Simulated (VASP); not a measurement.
A run of VASP 6.6.1 is set up as follows.

Contents of POSCAR:

```
Ru
1.0
    2.7414067149      0.0000000000      0.0000000000
   -1.3707033574      2.3741278572      0.0000000000
    0.0000000000      0.0000000000      4.3382472512
Ru
2
Direct
    0.6666666667      0.3333333333      0.7500000000
    0.3333333333      0.6666666667      0.2500000000
```

The input INCAR.step1:

```
SYSTEM = Ru
PREC = Accurate
ENCUT = 520
EDIFF = 1E-5
ISMEAR = -1
SIGMA = 0.05
LREAL = .False.
LASPH = .True.
NELM = 60
ALGO = Normal
ISIF = 2
LWAVE = .True.
LCHARG = .False.
GGA = PE
NBANDS = 21
```

INCAR.step2

```
SYSTEM = Ru
PREC = Accurate
ENCUT = 520
EDIFF = 1E-6
ISMEAR = -1
SIGMA = 0.05
LREAL = .False.
LASPH = .True.
NELM = 60
ALGO = Normal
ISIF = 2
LWAVE = .False.
LCHARG = .False.
GGA = B5
LHFCALC = .True.
AEXX = 0.5
ALDAX = 0.5
AGGAX = 0.5
AGGAC = 1.0
ALDAC = 0.0
PRECFOCK = Normal
ISTART = 1
NBANDS = 21
```

File KPOINTS:

```
regular mesh
0
Gamma
  6 6 3
  0 0 0
```

Potentials or basis: VASP PAW PBE potentials, release 64 (Ru_pv).

Command:

```console
$ cat potpaw_PBE.64/Ru_pv/POTCAR > POTCAR
$ cp INCAR.step1 INCAR
$ mpirun -np 1 vasp_std > vasp.out
$ cp INCAR.step2 INCAR
$ mpirun -np 1 vasp_std > vasp.out
```

(1) Predict the band gap on the k mesh.

(2) Estimate the pressure.

## Answers

(1) zero (band 14 reaches 14.90 eV, above the bottom of band 15 at 8.97 eV).

(2) -19.1 GPa.

Caveat: the k points lie up to 0.48 Å⁻¹ apart; the PAW data sets were made with another functional, which shifts forces and pressure a little.
